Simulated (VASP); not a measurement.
Here is a VASP 6.6.1 calculation.

Contents of INCAR:

```
SYSTEM = Sn
ALGO = Fast
EDIFF = 1E-6
ENCUT = 520
GGA = PS
ISIF = 2
ISMEAR = 0
LASPH = .TRUE.
LCHARG = .TRUE.
LELF = .TRUE.
LREAL = .FALSE.
LVHAR = .TRUE.
LWAVE = .FALSE.
NBANDS = 36
NELM = 100
PREC = Accurate
SIGMA = 0.1
```

The input KPOINTS:

```
k-points
0
G
  4 4 4
  0 0 0
```

The input POSCAR:

```
Sn
1.0
    2.8023520570     -4.7494670463      0.0000000000
    2.8023520570      4.7494670463      0.0000000000
    0.0000000000      0.0000000000      5.6121593260
Sn
4
Direct
    0.1525000000      0.8475000000      0.0785000000
    0.6525000000      0.3475000000      0.4215000000
    0.8475000000      0.1525000000      0.9215000000
    0.3475000000      0.6525000000      0.5785000000
```

Potentials or basis: VASP PAW PBE potentials, release 64 (Sn_d).

Launch:

```sh
$ cat potpaw_PBE.64/Sn_d/POTCAR > POTCAR
$ mpirun -np 1 vasp_std > vasp.out
```

**Question.** What does it give for the pressure?

**Answer.** -5.4 GPa.

**Question.** Estimate the band gap on the k mesh.

**Answer.** Zero (band 28 reaches 5.17 eV, above the bottom of band 29 at 4.14 eV).

**Question.** Estimate the largest force.

**Answer.** 0.636 eV/Å.

Stress tensor (GPa, compression positive):
```
-5.75  0.00  0.00
 0.00 -4.56  0.00
 0.00  0.00 -6.01
```

Caveat: the PAW data sets were made with another functional, which shifts forces and pressure a little; spin-orbit coupling is left out, which moves the levels of the heavy elements.
